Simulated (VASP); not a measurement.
# ScSiS4 (P6/mmm) in VASP: further runs, part 2 of 2

VASP 6.6.1. The steps go on from the part before.

## (4) Single point, PBE

This run uses another cell than the first one, of 29.95 Å³/atom.

The input, INCAR:

```
SYSTEM = ScSiS4
PREC = Accurate ; ENCUT = 520
EDIFF = 1E-7 ; ISMEAR = 0
SIGMA = 0.1 ; LREAL = .FALSE.
LASPH = .TRUE. ; NELM = 60
ALGO = Normal ; ISIF = 2
LWAVE = .FALSE. ; LCHARG = .FALSE.
GGA = PE ; NBANDS = 28
```

The input, KPOINTS:

```
Automatic mesh
0
G
  12 12 4
  0 0 0
```

The input, POSCAR:

```
ScSiS4
1.0
    4.5911450515      0.0000000000      0.0000000000
   -2.2955725258      3.9760482471      0.0000000000
    0.0000000000      0.0000000000      9.8457123388
Sc Si S
1 1 4
Direct
    0.0000000000      0.0000000000      0.5000000000
    0.0000000000      0.0000000000      0.0000000000
    0.3333333333      0.6666666667      0.5000000000
    0.6666666667      0.3333333333      0.5000000000
    0.0000000000      0.0000000000      0.1973701660
    0.0000000000      0.0000000000      0.8026298340
```

Potentials or basis: VASP PAW PBE potentials, release 64 (Sc_sv, Si, S).

Command:

```sh
$ cat potpaw_PBE.64/Sc_sv/POTCAR potpaw_PBE.64/Si/POTCAR potpaw_PBE.64/S/POTCAR > POTCAR
$ mpirun -np 1 vasp_std > vasp.out
```

OUTCAR:

```text
SYSTEM = ScSiS4
   PREC = Accurate
   ENCUT = 520
   EDIFF = 1E-7
   ISMEAR = 0
   LREAL = .FALSE.
   LASPH = .TRUE.
   NELM = 60
   ISIF = 2
   GGA = PE

 ion  position               nearest neighbor table
   1  0.000  0.000  0.500-   3 2.65   4 2.65   4 2.65   3 2.65   4 2.65   3 2.65   5 2.98   6 2.98

   2  0.000  0.000  0.000-   5 1.94   6 1.94
   3  0.333  0.667  0.500-   4 2.65   1 2.65   4 2.65   1 2.65   1 2.65   4 2.65
   4  0.667  0.333  0.500-   3 2.65   1 2.65   3 2.65   1 2.65   1 2.65   3 2.65
   5  0.000  0.000  0.197-   2 1.94   1 2.98
   6  0.000  0.000  0.803-   2 1.94   1 2.98

  LATTYP: Found a hexagonal cell.
 ALAT       =     4.5911450515
 C/A-ratio  =     2.1445003868

  Lattice vectors:

 A1 = (   4.5911450515,   0.0000000000,   0.0000000000)
 A2 = (  -2.2955725258,   3.9760482471,   0.0000000000)
 A3 = (   0.0000000000,   0.0000000000,   9.8457123388)

Analysis of symmetry for initial positions (statically):
=====================================================================
 Subroutine PRICEL returns:
 Original cell was already a primitive cell.

 Routine SETGRP: Setting up the symmetry group for a
 hexagonal supercell.

 Subroutine GETGRP returns: Found 24 space group operations
 (whereof 24 operations were pure point group operations)
 out of a pool of 24 trial point group operations.

The static configuration has the point symmetry D_6h.

Analysis of symmetry for dynamics (positions and initial velocities):
=====================================================================
 Subroutine PRICEL returns:
 Original cell was already a primitive cell.

 Routine SETGRP: Setting up the symmetry group for a
 hexagonal supercell.

 Subroutine GETGRP returns: Found 24 space group operations
 (whereof 24 operations were pure point group operations)
 out of a pool of 24 trial point group operations.

The dynamic configuration has the point symmetry D_6h.

 Subroutine INISYM returns: Found 24 space group operations
 (whereof 24 operations are pure point group operations),
 and found     1 'primitive' translations

----------------------------------------------------------------------------------------

                                     Primitive cell

  volume of cell :     179.7297

  direct lattice vectors                    reciprocal lattice vectors
     4.591145051  0.000000000  0.000000000     0.217810587  0.125753001  0.000000000
    -2.295572526  3.976048247  0.000000000     0.000000000  0.251506002  0.000000000
     0.000000000  0.000000000  9.845712339     0.000000000  0.000000000  0.101567054

  length of vectors
     4.591145051  4.591145052  9.845712339     0.251506002  0.251506002  0.101567054

  position of ions in fractional coordinates (direct lattice)
     0.000000000  0.000000000  0.500000000
     0.000000000  0.000000000  0.000000000
     0.333333333  0.666666667  0.500000000
     0.666666667  0.333333333  0.500000000
     0.000000000  0.000000000  0.197370166
     0.000000000  0.000000000  0.802629834

  ion indices of the primitive-cell ions
   primitive index   ion index
                 1           1
[... 30 lines left out ...]
 Found     57 irreducible k-points:

 Following reciprocal coordinates:
            Coordinates               Weight
  0.000000  0.000000  0.000000      1.000000
  0.083333 -0.000000  0.000000      6.000000
  0.166667 -0.000000  0.000000      6.000000
  0.250000  0.000000  0.000000      6.000000
  0.333333  0.000000  0.000000      6.000000
  0.416667  0.000000  0.000000      6.000000
[... 16 lines left out ...]
  0.250000  0.000000  0.250000     12.000000
  0.333333  0.000000  0.250000     12.000000
 [... further k-points ...]
   k-points           NKPTS =     57   k-points in BZ     NKDIM =     57   number of bands    NBANDS=     28
   number of dos      NEDOS =    301   number of ions     NIONS =      6
   total plane-waves  NPLWV = 103680
   dimension x,y,z NGX =    36 NGY =   36 NGZ =   80
   dimension x,y,z NGXF=    72 NGYF=   72 NGZF=  160
   ions per type =               1   1   4
   NGX,Y,Z   is equivalent  to a cutoff of  13.04, 13.04, 13.51 a.u.
   NGXF,Y,Z  is equivalent  to a cutoff of  26.07, 26.07, 27.02 a.u.
 SYSTEM =  ScSiS4
   PREC   = accura    normal or accurate (medium, high low for compatibility)
   ISTART =      0    job   : 0-new  1-cont  2-samecut
   ICHARG =      2    charge: 1-file 2-atom 10-const
   ISPIN  =      1    spin polarized calculation?
   LNONCOLLINEAR =      F non collinear calculations
   LSORBIT =      F    spin-orbit coupling
   LASPH  =      T    aspherical Exc in radial PAW
   ENCUT  =  520.0 eV  38.22 Ry    6.18 a.u.   8.54  8.54 18.31*2*pi/ulx,y,z
   NELM   =     60;   NELMIN=  2; NELMDL= -5     # of ELM steps
   EDIFF  = 0.1E-06   stopping-criterion for ELM
   LREAL  =      F    real-space projection
   EDIFFG = 0.1E-05   stopping-criterion for IOM
   NSW    =      0    number of steps for IOM
   IBRION =     -1    ionic relax: 0-MD 1-quasi-New 2-CG
   NFREE  =      0    steps in history (QN), initial steepest desc. (CG)
   ISIF   =      2    stress and relaxation
   ISYM   =      2    0-nonsym 1-usesym 2-fastsym
   POTIM  = 0.5000    time-step for ionic-motion
   TEBEG  =    0.0;   TEEND  =   0.0 temperature during run
   PSTRESS=    0.0 pullay stress
   NELECT =      39.0000    total number of electrons
   NUPDOWN=      -1.0000    fix difference up-down
   EMIN   =  10.00;   EMAX   =-10.00  energy-range for DOS
   EFERMI =   0.00;   METHOD = LEGACY
   ISMEAR =     0;   SIGMA  =   0.10  broadening in eV -4-tet -1-fermi 0-gaus
   EFERMI_NEDOS =   21; number of points for ismear=-14 and -15
   IALGO  =     38    algorithm
   IMIX   =      4    mixing-type and parameters
     AMIX     =   0.40;   BMIX     =  1.00
     AMIX_MAG =   1.60;   BMIX_MAG =  1.00
  volume/ion in A,a.u.               =      29.95       202.15
  Fermi-wavevector in a.u.,A,eV,Ry     =   0.983761  1.859039 13.167534  0.967786
  Thomas-Fermi vector in A             =   2.114944
   LORBIT       =      0    0 simple, 1 ext, 2 COOP (PROOUT), +10 PAW based schemes
   GGA     = PE    functional components
   LHFCALC =     F    Hartree Fock is set to
   AEXX    =    0.0000 exact exchange contribution
   IVDW    =     0    specifies the selected vdW correction
   LEPSILON=     F    determine dielectric tensor
   LRPA    =     F    only Hartree local field effects (RPA)
 non-spin polarized calculation
 Gauss-broadening in eV      SIGMA  =   0.10
  energy-cutoff  :      520.00
  volume of cell :      179.73
 maximum number of plane-waves:      4885
 NGX is ok and might be reduce to    36
   NGX = 17   NGY = 17   NGZ = 37

 number of electron      38.9999999 magnetization

 Free energy of the ion-electron system (eV)
  ---------------------------------------------------
  ext. energy  EPLUGINS =         0.00000000
  ---------------------------------------------------
  free energy    TOTEN  =       -29.61300498 eV

  energy without entropy =      -29.59646624  energy(sigma->0) =      -29.60473561

 E-fermi :   1.9665     XC(G=0):  -7.6542

 val. band max:        1.9442013744   @ k =   0.2500   0.0000   0.0000
 cond. band min:       1.9670251743   @ k =   0.3333   0.0833   0.0000
 fundamental gap:      0.0228237999
 Fermi energy:         1.9665370409

 k-point     1 :       0.0000    0.0000    0.0000
  band No.  band energies     occupation
      1     -47.7756      2.00000
      2     -26.7125      2.00000
      3     -26.2359      2.00000
      4     -26.2359      2.00000
      5     -12.5881      2.00000
      6     -11.8808      2.00000
[... 733 lines left out ...]
     27       5.7681      0.00000
     28       6.4682      0.00000

 [... further k-points ...]

------------------------ aborting loop because EDIFF is reached ----------------------------------------

  FORCE on cell =-STRESS in cart. coord.  units (eV):
  Direction    XX          YY          ZZ          XY          YZ          ZX
  --------------------------------------------------------------------------------------
  -------------------------------------------------------------------------------------
  Total        0.0475596      0.0475596     -0.3594576     -0.0000000      0.0000000     -0.0000000
  in kB        0.4239642      0.4239642     -3.2043394     -0.0000000      0.0000000     -0.0000000
  external PRESSURE =      -0.7854703 kB  Pullay stress =       0.0000000 kB

 VOLUME and BASIS-vectors are now :
 -----------------------------------------------------------------------------
  energy-cutoff  :      520.00
  volume of cell :      179.73
      direct lattice vectors                 reciprocal lattice vectors
     4.591145051  0.000000000  0.000000000     0.217810587  0.125753001  0.000000000
    -2.295572526  3.976048247  0.000000000     0.000000000  0.251506002  0.000000000
     0.000000000  0.000000000  9.845712339     0.000000000  0.000000000  0.101567054

 POSITION                                       TOTAL-FORCE (eV/Angst)
 -----------------------------------------------------------------------------------
      0.00000      0.00000      4.92286         0.000000     -0.000000      0.000000
      0.00000      0.00000      0.00000         0.000000     -0.000000      0.000000
     -0.00000      2.65070      4.92286        -0.000000      0.000000      0.000000
      2.29557      1.32535      4.92286        -0.000000      0.000000      0.000000
      0.00000      0.00000      1.94325         0.000000     -0.000000     -0.081766
      0.00000      0.00000      7.90246         0.000000     -0.000000      0.081766
 -----------------------------------------------------------------------------------
    total drift:                                0.000000     -0.000000     -0.000000

  FREE ENERGIE OF THE ION-ELECTRON SYSTEM (eV)
  ---------------------------------------------------
  free  energy   TOTEN  =       -29.6130049844 eV

  energy  without entropy=      -29.5964662376  energy(sigma->0) =      -29.60473561
```

Run time: 2.9 min. Hardware: 1 thread of AMD EPYC 9R45 (Zen 5), shared host; peak memory 0.45 GiB.

Results:

* Free energy: -29.6130 eV
* Pressure: -0.1 GPa
* Largest force: 0.082 eV/Å
* Band gap on the k mesh: zero (an odd number of electrons rules out a gap without spin polarisation)

Forces on the atoms (eV/Å):
```
Sc   0.000  0.000  0.000
Si   0.000  0.000  0.000
S    0.000  0.000  0.000
S    0.000  0.000  0.000
S    0.000  0.000 -0.082
S    0.000  0.000  0.082
```

Levels at points of the mesh, in eV from the Fermi level:
```
           k point  band 16  band 17  band 18  band 19  band 20  band 21  band 22  band 23
(0.00, 0.00, 0.00)    -2.48    -2.48    -0.43    -0.43    -0.35     0.25     1.80     1.80
(0.50, 0.00, 0.00)    -2.63    -2.13    -1.18    -0.56     0.22     0.42     0.90     1.55
(0.00, 0.00, 0.50)    -2.48    -2.48    -0.37    -0.37     0.25     0.32     1.37     1.37
(0.50, 0.00, 0.50)    -2.60    -2.55    -1.26    -0.56     0.46     0.87     1.06     1.11
```

## (5) Summary

| cell | k mesh | gap on the mesh (eV) | pressure (GPa) | largest force (eV/Å) |
| --- | --- | --- | --- | --- |
| a = 4.764, b = 4.764, c = 7.458 Å, angles 90.0, 90.0, 120.0°, 6 atoms, atomic positions A | 6 × 6 × 4 | none | 26.0 | 3.26 |
| a = 4.589, b = 4.589, c = 9.861 Å, angles 90.0, 90.0, 120.0°, 6 atoms, atomic positions B | 6 × 6 × 4 | none | -0.1 | 0.12 |
| a = 4.591, b = 4.591, c = 9.846 Å, angles 90.0, 90.0, 120.0°, 6 atoms, atomic positions C | 12 × 12 × 4 | none | -0.1 | 0.08 |

Alike in all rows: task single point; level PBE; potentials or basis VASP PAW PBE potentials, release 64 (Sc_sv, Si, S); no spin polarisation; cutoff (eV) 520; smearing gaussian 0.1 eV.

Caveats: the stress differs along the axes, from -1 to 81 GPa (at least some runs); forces of over 1 eV/Å act on the atoms, so gaps and moduli don't describe the material at rest (at least some runs).

Total energies depend on the potentials used, so only differences within one code and one set of settings carry meaning.

The gap in the log of VASP goes by the Fermi energy; the results here count the filled bands.